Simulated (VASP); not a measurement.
A run of VASP 6.6.1 is set up as follows.

File INCAR:

```
SYSTEM = CdSe
PREC     = Accurate       ! precision mode
ENCUT    = 600            ! plane-wave cutoff, eV
EDIFF    = 1E-7           ! SCF threshold, eV
ISMEAR   = -1             ! smearing method
SIGMA    = 0.08           ! smearing width, eV
LREAL    = .False.        ! projectors in reciprocal space
LASPH    = .True.         ! aspherical terms in the spheres
NELM     = 80             ! most SCF steps
ALGO     = Normal         ! electronic algorithm
ISIF     = 3              ! what is computed and relaxed
LWAVE    = .False.        ! write WAVECAR
LCHARG   = .False.        ! write CHGCAR
GGA      = PE             ! functional
IBRION   = 2              ! ionic algorithm
NSW      = 60             ! ionic steps
EDIFFG   = -0.005         ! ionic threshold
PSTRESS  = -0.34
```

The input KPOINTS:

```
Automatic mesh
0
Gamma
  11 11 11
  0 0 0
```

POSCAR

```
CdSe
1.0
    0.0000000000      3.0490831731      3.0490831731
    3.0490831731      0.0000000000      3.0490831731
    3.0490831731      3.0490831731      0.0000000000
Cd Se
1 1
Direct
    0.0000000000      0.0000000000      0.0000000000
    0.2500000000      0.2500000000      0.2500000000
```

Potentials or basis: VASP PAW PBE potentials, release 64 (Cd, Se).

Run with:

```console
$ cat potpaw_PBE.64/Cd/POTCAR potpaw_PBE.64/Se/POTCAR > POTCAR
$ mpirun -np 1 vasp_std > vasp.out
```

(1) What does it give for the relaxed volume?

(2) Estimate the band gap on the k mesh.

(3) Predict the relaxed cell.

Answers

(1) 29.89 Å³/atom.

(2) 0.48 eV.

(3) a = 4.389 Å, b = 4.389 Å, c = 4.389 Å, α = 60.00°, β = 60.00°, γ = 60.00°.

Caveat: the cell is relaxed towards a set pressure, so the run minimises the enthalpy, not the energy.
